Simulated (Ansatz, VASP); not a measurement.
Mg5CdS6 in VASP and in Ansatz

```xyz
12
Lattice="3.7327 0.0000 0.0000 -1.8664 3.2326 0.0000 0.0000 0.0000 18.3040" Properties=species:S:1:pos:R:3 pbc="T T T"
Mg    0.0000    2.1551   15.2950
Mg    0.0000    0.0000    0.0000
Mg    1.8664    1.0775    3.0090
Mg    0.0000    2.1551    6.0159
Mg    1.8664    1.0775   12.2881
Cd    0.0000    0.0000    9.1520
S     1.8664    1.0775   16.7993
S     0.0000    2.1551    1.5047
S     0.0000    0.0000    4.5114
S     1.8664    1.0775    7.5002
S     0.0000    2.1551   10.8038
S     0.0000    0.0000   13.7926
```

Alike in both runs: task relaxation of cell and atoms; functional PBE; k mesh 12 × 12 × 2; occupations gaussian, width 0.02 eV; no spin polarisation.

```csv
,VASP,Ansatz
version,VASP 6.6.1,Ansatz 0.2.0
potentials or method,"VASP PAW PBE potentials, release 64 (Mg, Cd, S), cutoff 600 eV","scalar-relativistic, plane waves, PAW"
valence electrons in the cell,58,106
```

VASP gave:

- gap on the k mesh at the Fermi level, each at its own relaxed structure (eV): 1.91
- relaxed volume (Å³/atom): 18.35
- relaxed length of the cell vector where the two differ most in proportion (Å): 18.293

Problem. What did Ansatz give for the same quantities?

Solution. gap on the k mesh at the Fermi level, each at its own relaxed structure (eV): 1.92; relaxed volume (Å³/atom): 18.38; relaxed length of the cell vector where the two differ most in proportion (Å): 18.310.

VASP's potentials hold 58 valence electrons a cell and Ansatz's 106, so a difference there can come from the potentials and not from the codes.
